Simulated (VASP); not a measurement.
Set up this calculation in VASP 6.6.1, as the native input.

- Task: single point
- Functional: r2SCAN
- Potentials or basis: VASP PAW PBE potentials, release 64 (Li_sv)
- Cutoff: 520 eV
- k mesh: 14 × 14 × 14
- Occupations: fermi-dirac, width 0.1 eV
- Spin: no spin polarisation
- Dipole correction: no
- Further INCAR settings: ALGO = Normal; EDIFF = 1e-07; NBANDS = 8

The system is Li.

```
Li
1.0
    -1.68841    1.68841    1.68841
     1.68841   -1.68841    1.68841
     1.68841    1.68841   -1.68841
Li
1
Direct
  0.00000 0.00000 0.00000
```

These files were run (other wordings do the same):

POSCAR

```
Li
1.0
   -1.6884052121      1.6884052121      1.6884052121
    1.6884052121     -1.6884052121      1.6884052121
    1.6884052121      1.6884052121     -1.6884052121
Li
1
Direct
    0.0000000000      0.0000000000      0.0000000000
```

INCAR.step1

```
SYSTEM = Li
PREC     = Accurate       ! precision mode
ENCUT    = 520            ! plane-wave cutoff, eV
ISMEAR   = -1             ! smearing method
SIGMA    = 0.1            ! smearing width, eV
LREAL    = .False.        ! projectors in reciprocal space
LASPH    = .True.         ! aspherical terms in the spheres
NELM     = 60             ! most SCF steps
NBANDS   = 8              ! bands
GGA      = PE             ! functional
ALGO     = Normal         ! electronic algorithm
EDIFF    = 1E-4           ! SCF threshold, eV
LWAVE    = .True.         ! write WAVECAR
LCHARG   = .False.        ! write CHGCAR
```

INCAR.step2

```
SYSTEM = Li
PREC     = Accurate       ! precision mode
ENCUT    = 520            ! plane-wave cutoff, eV
EDIFF    = 1E-7           ! SCF threshold, eV
ISMEAR   = -1             ! smearing method
SIGMA    = 0.1            ! smearing width, eV
LREAL    = .False.        ! projectors in reciprocal space
LASPH    = .True.         ! aspherical terms in the spheres
NELM     = 60             ! most SCF steps
ALGO     = Normal         ! electronic algorithm
ISIF     = 2              ! what is computed and relaxed
LWAVE    = .False.        ! write WAVECAR
LCHARG   = .False.        ! write CHGCAR
METAGGA  = R2SCAN         ! meta-GGA
LMIXTAU  = .True.       
NBANDS   = 8              ! bands
ISTART   = 1
```

KPOINTS

```
regular mesh
0
Gamma
  14 14 14
  0 0 0
```

Potentials or basis: VASP PAW PBE potentials, release 64 (Li_sv).

Command:

```bash
$ cat potpaw_PBE.64/Li_sv/POTCAR > POTCAR
$ cp INCAR.step1 INCAR
$ mpirun -np 1 vasp_std > vasp.out
$ cp INCAR.step2 INCAR
$ mpirun -np 1 vasp_std > vasp.out
```

It gave:

* Band gap on the k mesh: zero (an odd number of electrons rules out a gap without spin polarisation)

It took 86 s on 1 thread of Intel Xeon 8259CL, with other jobs on the host, peak memory 0.14 GiB.
